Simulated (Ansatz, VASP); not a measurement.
# One calculation of ZrAl3N4, two programs

```
CELL_PARAMETERS angstrom
4.29752 0.00000 0.00000
0.00000 4.29752 0.00000
0.00000 0.00000 4.29752
ATOMIC_POSITIONS crystal
Zr 0.00000 0.00000 0.00000
Al 0.50000 0.00000 0.50000
Al 0.50000 0.50000 0.00000
Al 0.00000 0.50000 0.50000
N 0.00000 0.50000 0.00000
N 0.50000 0.50000 0.50000
N 0.00000 0.00000 0.50000
N 0.50000 0.00000 0.00000
```

Alike in both runs: functional PBE; k mesh 4 × 4 × 4; occupations gaussian, width 0.1 eV; no spin polarisation.

Ansatz relaxed the structure, and its values are those at the end. VASP's run is a single point on that final structure, the one shown.

```csv
,VASP,Ansatz
version,VASP 6.6.1,Ansatz 0.2.0
potentials or method,"VASP PAW PBE potentials, release 64 (Zr_sv, Al, N), cutoff 520 eV","scalar-relativistic, plane waves, PAW"
valence electrons in the cell,41,41
```

|  | VASP | Ansatz | Ansatz less VASP |
| --- | --- | --- | --- |
| gap on the k mesh at the Fermi level (eV) | none | none | - |
| pressure (GPa) | 0.0 | 0.0 | 0.00 |

A gap of «none» marks a metal or a gap that the smearing closes.

The k mesh is coarse, so the values compare programs but aren't converged.
